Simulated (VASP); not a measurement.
Runs of VASP 6.6.1 on Ru. The structure is that of space group Im-3m (No. 229), or close to it. The cells are those of the table. This isn't the form of Ru at room conditions, which is hcp.

```tsv
task	cell	gap on the mesh (eV)	pressure (GPa)
single point	a = 2.505 Å, angles 109.5°, 1 atom	none	62.7
single point	a = 2.625 Å, angles 109.5°, 1 atom	none	1.4
relaxation of cell and atoms	relaxed to 20 GPa from a = 2.607 Å, angles 109.5°, 1 atom	none	19.9
relaxation of cell and atoms	relaxed to 40 GPa from a = 2.607 Å, angles 109.5°, 1 atom	none	40.0
relaxation of cell and atoms	relaxed to 60 GPa from a = 2.607 Å, angles 109.5°, 1 atom	none	59.9
single point	a = 2.537 Å, angles 109.5°, 1 atom	none	42.2
single point	a = 2.575 Å, angles 109.5°, 1 atom	none	(a)
relaxation of cell and atoms	relaxed from a = 2.607 Å, angles 109.5°, 1 atom	none	0.0
```

Alike in all rows: level r2SCAN; potentials or basis VASP PAW PBE potentials, release 64 (Ru_pv); no spin polarisation; k mesh 12 × 12 × 12; cutoff (eV) 550; smearing gaussian 0.05 eV.

Q: Fill in the values left out.

A: (a) 21.8.

Caveats: the PAW data sets were made with another functional, which shifts forces and pressure a little; an empty level that is flat over the whole mesh can mark a ghost state of the potentials, or a narrow d or f band (at least some runs); the cell stands under pressure (at least some runs); the cell is relaxed towards a set pressure, so the run minimises the enthalpy, not the energy (at least some runs).

A k mesh can miss the band edges, and the runs leave out spin-orbit coupling on Ru.

A gap of «none» marks levels without a gap at the run's occupations.
